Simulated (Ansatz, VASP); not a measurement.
# NbRu3 in VASP and in Ansatz

```xyz
4
Lattice="3.8800 0.0000 0.0000 0.0000 3.8800 0.0000 0.0000 0.0000 3.8412" Properties=species:S:1:pos:R:3 pbc="T T T"
Nb    0.0000    0.0000    0.0000
Ru    0.0000    1.9400    1.9206
Ru    1.9400    0.0000    1.9206
Ru    1.9400    1.9400    0.0000
```

Change from the starting cell: zz strain of -1 %.

Alike in both runs: task single point; functional LDA; k mesh 9 × 9 × 9; occupations fermi-dirac, width 0.05 eV; no spin polarisation.

```csv
,VASP,Ansatz
version,VASP 6.6.1,Ansatz 0.2.0
potentials or method,"VASP PAW LDA potentials, release 64 (Nb_sv, Ru_pv), cutoff 520 eV","all-electron LAPW, scalar-relativistic"
```

Ansatz gave:

| Property | Result |
| --- | --- |
| pressure (GPa) | -8.7 |
| traceless stress, the component that is largest in VASP (GPa) | 1.04 |

Question: What did VASP give for the same quantities?

Answer: Pressure (GPa): -8.3; traceless stress, the component that is largest in VASP (GPa): 1.04.

LDA's correlation is that of Perdew and Zunger in VASP and of Perdew and Wang (1992) in Ansatz. Ansatz ran all-electron here, and VASP with PAW potentials.
